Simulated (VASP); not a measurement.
Set up this calculation in VASP 6.6.1, as the native input.

- Task: single point
- Functional: RPBE
- Potentials or basis: VASP PAW PBE potentials, release 64 (Ta_pv)
- Cutoff: 520 eV
- k mesh: 22 × 22 × 22
- Occupations: fermi-dirac, width 0.1 eV
- Spin: no spin polarisation
- Dipole correction: no
- Further INCAR settings: ALGO = Normal; EDIFF = 1e-07; NBANDS = 12

The structure of Ta lies in POSCAR:

```
Ta
1.0
   -1.6703412711      1.6703412711      1.6703412711
    1.6703412711     -1.6703412711      1.6703412711
    1.6703412711      1.6703412711     -1.6703412711
Ta
1
Direct
    0.0000000000      0.0000000000      0.0000000000
```

One way to write it, as run:

INCAR

```
SYSTEM = Ta
PREC     = Accurate       ! precision mode
ENCUT    = 520            ! plane-wave cutoff, eV
EDIFF    = 1E-7           ! SCF threshold, eV
ISMEAR   = -1             ! smearing method
SIGMA    = 0.1            ! smearing width, eV
LREAL    = .False.        ! projectors in reciprocal space
LASPH    = .True.         ! aspherical terms in the spheres
NELM     = 80             ! most SCF steps
ALGO     = Normal         ! electronic algorithm
ISIF     = 2              ! what is computed and relaxed
LWAVE    = .False.        ! write WAVECAR
LCHARG   = .True.         ! write CHGCAR
GGA      = RP             ! functional
LELF     = .True.         ! ELF
LVHAR    = .True.       
NBANDS   = 12             ! bands
```

KPOINTS

```
Automatic mesh
0
Gamma
  22 22 22
  0 0 0
```

Potentials or basis: VASP PAW PBE potentials, release 64 (Ta_pv).

Launch:

```bash
$ cat potpaw_PBE.64/Ta_pv/POTCAR > POTCAR
$ mpirun -np 1 vasp_std > vasp.out
```

Results of the run:

The pressure is 0.0 GPa.

Caveat: the PAW data sets were made with another functional, which shifts forces and pressure a little.

Run time: 34 s on 1 thread of Intel(R) Xeon(R) Platinum 8559C (Emerald Rapids), with other jobs on the host, peak memory 0.2 GiB.
